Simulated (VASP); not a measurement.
Input of a VASP 6.6.1 run:

INCAR

```
ALGO = Normal
EDIFF = 1E-6
ENCUT = 500
GGA = PE
GGA_COMPAT = F
ISIF = 2
ISMEAR = 0
LASPH = T
LCHARG = F
LREAL = F
LWAVE = F
NBANDS = 66
NELM = 120
PREC = Accurate
SIGMA = 0.1
```

KPOINTS

```
k-points
0
Gamma
  4 4 4
```

POSCAR

```
Mo3W
1.0
    5.0546374956      0.0000000000      0.0000000000
    0.0000000000      5.0546374956      0.0000000000
    0.0000000000      0.0000000000      5.0546374956
Mo W
6 2
Direct
    0.2500000000      0.0000000000      0.5000000000
    0.5000000000      0.7500000000      0.0000000000
    0.7500000000      0.0000000000      0.5000000000
    0.5000000000      0.2500000000      0.0000000000
    0.0000000000      0.5000000000      0.7500000000
    0.0000000000      0.5000000000      0.2500000000
    0.0000000000      0.0000000000      0.0000000000
    0.5000000000      0.5000000000      0.5000000000
```

Potentials or basis: VASP PAW PBE potentials, release 64 (Mo_sv, W_sv).

Run with:

```bash
$ cat potpaw_PBE.64/Mo_sv/POTCAR potpaw_PBE.64/W_sv/POTCAR > POTCAR
$ mpirun -np 1 vasp_std > vasp.out
```

Predict the pressure.

0.5 GPa.

What does it give for the band gap on the k mesh?

Zero (bands 56 and 57 overlap by 0.59 eV).

Caveat: spin-orbit coupling is left out, which moves the levels of the heavy elements.
